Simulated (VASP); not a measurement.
Crystal: FeO (Wuestite).

```
Fe O
1.0
     1.51882    0.87689    2.51958
    -1.51882    0.87689    2.51958
     0.00000   -1.75378    2.51958
Fe O
1 1
Direct
  0.00000 0.00000 0.00000
  0.50000 0.50000 0.50000
```

Base run:

| Quantity | Value |
| --- | --- |
| Program | VASP 6.6.1 |
| Functional | PBE |
| Potentials or basis | VASP PAW PBE potentials, release 64 (Fe, O) |
| Cutoff | 520 eV |
| k mesh | 11 × 11 × 11 |
| Occupations | fermi-dirac, width 0.05 eV |
| Spin | collinear spin, ferromagnetic start |
| Starting moments | [3.0, 0.0] μB |

Its results: band gap on the k mesh zero (filled and empty bands overlap); pressure -1.1 GPa; net moment 4.00 μB per cell; site moments Fe +3.62; O +0.30 μB.

**Question.** After a change of settings the same cell gave: band gap on the k mesh zero (filled and empty bands overlap); pressure -7.0 GPa; net moment 4.00 μB per cell; site moments Fe +3.69; O +0.28 μB. Which change was it?
A. functional from PBE to PBEsol; moments at the start from [3.0, 0.0] to [-2.68, 0.0]
B. functional from PBE to r2SCAN; k mesh from 11 × 11 × 11 to 9 × 9 × 9
C. k mesh from 11 × 11 × 11 to 9 × 9 × 9; further incar settings from ALGO = Normal; EDIFF = 1e-07; NBANDS = 18 to ALGO = Normal; EDIFF = 1e-06; NBANDS = 18
D. further incar settings from ALGO = Normal; EDIFF = 1e-07; NBANDS = 18 to ALGO = Normal; EDIFF = 1e-06; NBANDS = 18; moments at the start from [3.0, 0.0] to [-2.68, 0.0]

**Answer.** B.

Caveats: a cell with one magnetic atom can't hold antiferromagnetic order, which such compounds often take; semilocal functionals often make such compounds metallic where correlation or magnetic order opens a gap, which also shifts bond lengths; the PAW data sets were made with another functional, which shifts forces and pressure a little (some runs).
